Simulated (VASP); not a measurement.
Here is a VASP 6.6.1 calculation.

File INCAR:

```
ALGO = Normal ; EDIFF = 1E-7
ENCUT = 520 ; GGA = RP
ISIF = 2 ; ISMEAR = -1
LASPH = True ; LCHARG = True
LELF = True ; LREAL = False
LVHAR = True ; LWAVE = False
NBANDS = 10 ; NELM = 60
PREC = Accurate ; SIGMA = 0.1
```

Contents of KPOINTS:

```
k-points
0
Gamma
  11 11 16
```

File POSCAR:

```
Be
1.0
    3.6466619768      0.0000000000      0.0000000000
   -1.8233309884      3.1581019109      0.0000000000
    0.0000000000      0.0000000000      2.2456673723
Be
3
Direct
    0.0000000000      0.0000000000      0.0000000000
    0.3333333333      0.6666666667      0.5000000000
    0.6666666667      0.3333333333      0.5000000000
```

Potentials or basis: VASP PAW PBE potentials, release 64 (Be).

Run with:

```console
$ cat potpaw_PBE.64/Be/POTCAR > POTCAR
$ mpirun -np 1 vasp_std > vasp.out
```

Question: Predict the band gap on the k mesh.

Answer: Zero (band 3 reaches 10.62 eV, above the bottom of band 4 at 6.12 eV).

Question: Predict the pressure.

Answer: -4.0 GPa.

Stress tensor (GPa, compression positive):
```
-4.65  0.00  0.00
 0.00 -4.65  0.00
 0.00  0.00 -2.71
```

Caveat: the PAW data sets were made with another functional, which shifts forces and pressure a little.
